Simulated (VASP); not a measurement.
# F (Pm-3m) in VASP: a series of runs, part 3 of 3

VASP 6.6.1. Earlier steps stand in the parts before.

### Step 5. Single point, PBE (volume scaled by 0.7)

Input file INCAR:

```
PREC = Accurate ; ENCUT = 520
EDIFF = 1E-6 ; ISMEAR = -1
SIGMA = 0.05 ; LREAL = False
LASPH = True ; NELM = 60
ALGO = Normal ; ISIF = 2
LWAVE = False ; LCHARG = False
GGA = PE ; NBANDS = 10
```

Input file KPOINTS:

```
regular mesh
0
Gamma
  17 17 17
```

Input file POSCAR:

```
F
1.0
    1.9453345468      0.0000000000      0.0000000000
    0.0000000000      1.9453345468      0.0000000000
    0.0000000000      0.0000000000      1.9453345468
F
1
Direct
    0.0000000000      0.0000000000      0.0000000000
```

Potentials or basis: VASP PAW PBE potentials, release 64 (F).

On the command line:

```
cat potpaw_PBE.64/F/POTCAR > POTCAR
mpirun -np 1 vasp_std > vasp.out
```

OUTCAR:

```text
PREC = Accurate
   ENCUT = 520
   EDIFF = 1E-6
   ISMEAR = -1
   LREAL = False
   LASPH = True
   NELM = 60
   ISIF = 2
   GGA = PE

 ion  position               nearest neighbor table
   1  0.000  0.000  0.000-

  LATTYP: Found a simple cubic cell.
 ALAT       =     1.9453345468

  Lattice vectors:

 A1 = (   1.9453345468,   0.0000000000,   0.0000000000)
 A2 = (   0.0000000000,   1.9453345468,   0.0000000000)
 A3 = (   0.0000000000,   0.0000000000,   1.9453345468)

Analysis of symmetry for initial positions (statically):
=====================================================================
 Subroutine PRICEL returns:
 Original cell was already a primitive cell.

 Routine SETGRP: Setting up the symmetry group for a
 simple cubic supercell.

 Subroutine GETGRP returns: Found 48 space group operations
 (whereof 48 operations were pure point group operations)
 out of a pool of 48 trial point group operations.

[... 162 lines left out ...]
 cond. band min:       0.9927987763   @ k =   0.2941   0.0588   0.0588
 fundamental gap:      0.0177331051
 Fermi energy:         0.9816765746

 k-point     1 :       0.0000    0.0000    0.0000
  band No.  band energies     occupation
      1     -24.6519      2.00000
      2       0.7633      1.97494
      3       0.7633      1.97494
      4       0.7633      1.97494
      5      16.1014      0.00000
      6      31.9631      0.00000
      7      31.9631      0.00000
      8      48.4616      0.00000
      9      48.4616      0.00000
     10      48.4616      0.00000
[... 287 lines left out ...]
 k-point    24 :       0.4706    0.1176    0.0000
  band No.  band energies     occupation
      1     -21.8175      2.00000
      2      -6.8413      2.00000
      3       0.6396      1.99787
      4       1.6308      0.00000
      5      22.1710      0.00000
      6      27.4471      0.00000
      7      38.1995      0.00000
      8      39.4774      0.00000
      9      43.6442      0.00000
     10      51.5829      0.00000

 [... further k-points ...]

------------------------ aborting loop because EDIFF is reached ----------------------------------------

  FORCE on cell =-STRESS in cart. coord.  units (eV):
  Direction    XX          YY          ZZ          XY          YZ          ZX
  --------------------------------------------------------------------------------------
  -------------------------------------------------------------------------------------
  Total        2.5544071      2.5544071      2.5544071      0.0000000      0.0000000     -0.0000000
  in kB      555.9270299    555.9270299    555.9270299      0.0000000      0.0000000     -0.0000000
  external PRESSURE =     555.9270299 kB  Pullay stress =       0.0000000 kB

 VOLUME and BASIS-vectors are now :
 -----------------------------------------------------------------------------
  energy-cutoff  :      520.00
  volume of cell :        7.36
      direct lattice vectors                 reciprocal lattice vectors
     1.945334547  0.000000000  0.000000000     0.514050399  0.000000000  0.000000000
     0.000000000  1.945334547  0.000000000     0.000000000  0.514050399  0.000000000
     0.000000000  0.000000000  1.945334547     0.000000000  0.000000000  0.514050399

 POSITION                                       TOTAL-FORCE (eV/Angst)
 -----------------------------------------------------------------------------------
      0.00000      0.00000      0.00000         0.000000      0.000000      0.000000
 -----------------------------------------------------------------------------------
    total drift:                               -0.000000     -0.000000     -0.000000

  FREE ENERGIE OF THE ION-ELECTRON SYSTEM (eV)
  ---------------------------------------------------
  free  energy   TOTEN  =        -0.6636643949 eV

  energy  without entropy=       -0.6553746904  energy(sigma->0) =       -0.65951954
```

OSZICAR:

```text
N       E                     dE             d eps       ncg     rms          rms(c)
DAV:   1     0.147667517844E+02    0.14767E+02   -0.39595E+03  3606   0.638E+02
DAV:   2    -0.555856721902E+00   -0.15323E+02   -0.14737E+02  3734   0.126E+02
DAV:   3    -0.674051178770E+00   -0.11819E+00   -0.11659E+00  3812   0.885E+00
DAV:   4    -0.674125501919E+00   -0.74323E-04   -0.74322E-04  3534   0.292E-01
DAV:   5    -0.674125578998E+00   -0.77079E-07   -0.77083E-07  3644   0.830E-03    0.840E-01
DAV:   6    -0.663533110432E+00    0.10592E-01   -0.27453E-02  3426   0.138E+00    0.294E-01
DAV:   7    -0.663348235190E+00    0.18488E-03   -0.50998E-03  3472   0.625E-01    0.999E-02
DAV:   8    -0.663663058648E+00   -0.31482E-03   -0.28631E-04  3592   0.133E-01    0.991E-03
DAV:   9    -0.663664156509E+00   -0.10979E-05   -0.12291E-06  3712   0.111E-02    0.476E-03
DAV:  10    -0.663664394861E+00   -0.23835E-06   -0.91410E-07  3458   0.801E-03
   1 F= -.66366439E+00 E0= -.65951954E+00  d E =-.828970E-02
```

stdout:

```text
POSCAR found type information on POSCAR F
 POSCAR found :  1 types and       1 ions
 scaLAPACK will be used
 LDA part: xc-table for (Slater+PW92), standard interpolation
 POSCAR, INCAR and KPOINTS ok, starting setup
 FFT: planning ... GRIDC
 FFT: planning ... GRID_SOFT
 FFT: planning ... GRID
 WAVECAR not read
 entering main loop
```

Run time: 3 s. Hardware: 1 thread of Intel Xeon Platinum 8375C at 2.90GHz (Ice Lake), shared host; peak memory 0.11 GiB.

Results:

```yaml
Free_energy: -0.6637 eV
Pressure: 55.6 GPa
```

Caveat: an odd number of electrons without spin polarisation forces a metal; a magnetic or distorted state may lie lower.

### Step 6. Single point, PBE (volume scaled by 0.8)

Input file INCAR:

```
SYSTEM = F
ALGO     = Normal         ! electronic algorithm
EDIFF    = 1E-7           ! SCF threshold, eV
ENCUT    = 520            ! plane-wave cutoff, eV
GGA      = PE             ! functional
ISIF     = 2              ! what is computed and relaxed
ISMEAR   = -1             ! smearing method
LASPH    = .True.         ! aspherical terms in the spheres
LCHARG   = .False.        ! write CHGCAR
LREAL    = .False.        ! projectors in reciprocal space
LWAVE    = .False.        ! write WAVECAR
NBANDS   = 10             ! bands
NELM     = 80             ! most SCF steps
PREC     = Accurate       ! precision mode
SIGMA    = 0.05           ! smearing width, eV
```

Input file KPOINTS:

```
k-points
0
Gamma
  17 17 17
  0 0 0
```

Input file POSCAR:

```
F
1.0
    2.0338782329      0.0000000000      0.0000000000
    0.0000000000      2.0338782329      0.0000000000
    0.0000000000      0.0000000000      2.0338782329
F
1
Direct
    0.0000000000      0.0000000000      0.0000000000
```

Potentials or basis: VASP PAW PBE potentials, release 64 (F).

On the command line:

```
cat potpaw_PBE.64/F/POTCAR > POTCAR
mpirun -np 1 vasp_std > vasp.out
```

Run time: 3.6 s. Hardware: 1 thread of Intel Xeon Platinum 8375C at 2.90GHz (Ice Lake), shared host; peak memory 0.12 GiB.

It converged, with:

- Free energy: -0.9200 eV
- Pressure: 24.1 GPa

Levels at points of the mesh, in eV from the Fermi level:
```csv
k point,band 2,band 3,band 4,band 5,band 6,band 7
"(0.00, 0.00, 0.00)",-0.17,-0.17,-0.17,14.00,30.05,30.05
```

Caveat: an odd number of electrons without spin polarisation forces a metal; a magnetic or distorted state may lie lower.

### Step 7. The runs side by side

| cell | gap on the mesh (eV) | pressure (GPa) |
| --- | --- | --- |
| a = 1.848 Å, 1 atom | none | 118.3 |
| a = 1.945 Å, 1 atom | none | 55.6 |
| a = 2.034 Å, 1 atom | none | 24.1 |

Alike in all rows: task single point; level PBE; potentials or basis VASP PAW PBE potentials, release 64 (F); no spin polarisation; k mesh 17 × 17 × 17; cutoff (eV) 520; smearing fermi-dirac 0.05 eV.

Caveats: an odd number of electrons without spin polarisation forces a metal; a magnetic or distorted state may lie lower.

Absolute energies hang on the potentials; compare differences alone.
